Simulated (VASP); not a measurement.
Runs of VASP 6.6.1 on P. The structure is that of space group R32 (No. 155), or close to it. The cells are those of the table. 

| task | cell | k mesh | cutoff (eV) | gap on the mesh (eV) | pressure (GPa) | largest force (eV/Å) |
| --- | --- | --- | --- | --- | --- | --- |
| single point | a = 4.488 Å, angles 100.8°, 5 atoms | 6 × 6 × 6 | 520 | none | 23.4 | (b) |
| single point | a = 4.477 Å, angles 90.7°, 5 atoms | 12 × 12 × 12 | 520 | none | -0.3 | 0.03 |
| relaxation of cell and atoms | relaxed from a = 4.488 Å, angles 100.8°, 5 atoms | 6 × 6 × 6 | 600 | none | -0.1 | 0.02 |
| single point | a = 4.471 Å, angles 90.7°, 5 atoms | 6 × 6 × 6 | 520 | none | -0.2 | (a) |

Alike in all rows: level PBE; potentials or basis VASP PAW PBE potentials, release 64 (P); no spin polarisation; smearing gaussian 0.1 eV.

**Question.** Fill in the values left out.

**Answer.** (a) 0.04; (b) 2.19.

Caveats: forces of over 1 eV/Å act on the atoms, so gaps and moduli don't describe the material at rest (some runs).

A gap of «none» marks levels without a gap at the run's occupations.
